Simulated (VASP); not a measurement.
Here is a VASP 6.6.1 calculation.

Contents of INCAR:

```
ALGO = Normal
EDIFF = 1E-6
ENCUT = 500
GGA = PS
GGA_COMPAT = F
ISIF = 2
ISMEAR = 0
LASPH = T
LCHARG = F
LREAL = F
LWAVE = F
NBANDS = 18
NELM = 120
PREC = Accurate
SIGMA = 0.02
```

Contents of KPOINTS:

```
k-points
0
Gamma
  12 12 6
```

The input POSCAR:

```
HfS2
1.0
    3.5922573106      0.0000000000      0.0000000000
   -1.7961286553      3.1109860879      0.0000000000
    0.0000000000      0.0000000000      5.9463243232
Hf S
1 2
Direct
    0.0000000000      0.0000000000      0.0000000000
    0.6666666667      0.3333333333      0.7562019319
    0.3333333333      0.6666666667      0.2437980681
```

Potentials or basis: VASP PAW PBE potentials, release 64 (Hf_pv, S).

Run with:

```bash
$ cat potpaw_PBE.64/Hf_pv/POTCAR potpaw_PBE.64/S/POTCAR > POTCAR
$ mpirun -np 1 vasp_std > vasp.out
```

(1) What does it give for the largest force?

(2) Estimate the band gap on the k mesh.

(3) What does it give for the pressure?

## Answers

(1) 0.054 eV/Å.

(2) 0.95 eV, indirect (least direct gap 1.80 eV).

(3) -0.5 GPa.

Caveat: the PAW data sets were made with another functional, which shifts forces and pressure a little; spin-orbit coupling is left out, which moves the levels of the heavy elements; this functional lacks dispersion, which binds the layers, so the pressure and a relaxed spacing across them are unreliable.
